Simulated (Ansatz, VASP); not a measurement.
Co in VASP and in Ansatz

Contents of INCAR:

```
SYSTEM = Co
PREC = Accurate
ENCUT = 520
EDIFF = 1E-6
ISMEAR = -1
SIGMA = 0.05
LREAL = .FALSE.
LASPH = .TRUE.
NELM = 150
ALGO = Normal
ISIF = 2
LWAVE = .FALSE.
LCHARG = .FALSE.
ISPIN = 2
MAGMOM = 1.89
LORBIT = 11
LMAXMIX = 4
GGA = B5
ALDAX = 1.0
AGGAX = 1.0
AGGAC = 1.0
ALDAC = 0.0
NBANDS = 14
```

File KPOINTS:

```
Automatic mesh
0
G
  15 15 15
  0 0 0
```

The input POSCAR:

```
Co
1.0
    2.3451637086      0.0000000000      0.0000000000
    0.0000000000      2.3451637086      0.0000000000
    0.0000000000      0.0000000000      2.3451637086
Co
1
Direct
    0.0000000000      0.0000000000      0.0000000000
```

Input for Ansatz:

```yaml
crystal:
  lattice:
    - [2.3451637086, 0.0, 0.0]
    - [0.0, 2.3451637086, 0.0]
    - [0.0, 0.0, 2.3451637086]
  atoms:
    - { symbol: Co, position: [0.0, 0.0, 0.0], spin: 1.89 }
hamiltonian:
  xc: blyp
  pseudopotentials:
    kind: paw
    azcp:
      Co: "pseudopotentials/Co.paw.azcp"
basis:
  ecutwfc: 420
  fft_grid_basis: typed
kpoints:
  mp_grid: { grid: [15, 15, 15], shift: [0, 0, 0] }
magnetization:
  spin_polarized: true
scf:
  occupations: { method: fermi_dirac, width: 0.05 }
  lower_state_search: "off"
output:
  stress: true
  write_density: true
  write_potential: true
  elf: true
  volumetric_format: npy
```

Alike in both runs: task single point; functional BLYP; k mesh 15 × 15 × 15; occupations fermi-dirac, width 0.05 eV; collinear spin.

|  | VASP | Ansatz |
| --- | --- | --- |
| version | VASP 6.6.1 | Ansatz 0.2.0 |
| potentials or method | VASP PAW PBE potentials, release 64 (Co), cutoff 520 eV | plane waves (420 eV) with PAW, scalar-relativistic |
| valence electrons in the cell | 9 | 17 |

|  | VASP | Ansatz | Ansatz less VASP |
| --- | --- | --- | --- |
| pressure (GPa) | 4.8 | 5.3 | +0.58 |
| net moment per atom (μB) | 1.80 | 1.82 | +0.019 |
| size of the moment on the site where the two differ most (μB) | 1.81 | 1.84 | +0.030 |

VASP's potentials were made for PBE, not for BLYP. Site moments also hang on the region over which each program counts them. VASP's potentials hold 9 valence electrons a cell and Ansatz's 17, so a difference there can come from the potentials and not from the codes.
